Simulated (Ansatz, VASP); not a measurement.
One calculation of BaSi3, two programs

```
CELL_PARAMETERS angstrom
4.41430 0.00000 0.00000
0.00000 4.50259 0.00000
0.00000 0.00000 4.41430
ATOMIC_POSITIONS crystal
Ba 0.00000 0.00000 0.00000
Si 0.00000 0.50000 0.50000
Si 0.50000 0.50000 0.00000
Si 0.50000 0.00000 0.50000
```

Change from the starting cell: strain e2 = +0.02, atoms carried along.

Alike in both runs: task single point; functional PBEsol; k mesh 8 × 8 × 8; occupations gaussian, width 0.05 eV; no spin polarisation.

```csv
,VASP,Ansatz
version,VASP 6.6.1,Ansatz 0.2.0
potentials or method,"VASP PAW PBE potentials, release 64 (Ba_sv, Si), cutoff 520 eV","scalar-relativistic, plane waves, PAW"
valence electrons in the cell,22,22
```

VASP gave:

- gap on the k mesh at the Fermi level (eV): none
- pressure (GPa): -0.1
- traceless stress, the component that is largest in VASP (GPa): -1.18

Q: Estimate Ansatz's values.

A: gap on the k mesh at the Fermi level (eV): none; pressure (GPa): -1.1; traceless stress, the component that is largest in VASP (GPa): -1.18.

VASP's potentials were made for PBE, not for PBEsol. A gap of «none» marks a metal or a gap that the smearing closes.

Spin-orbit coupling is off throughout.
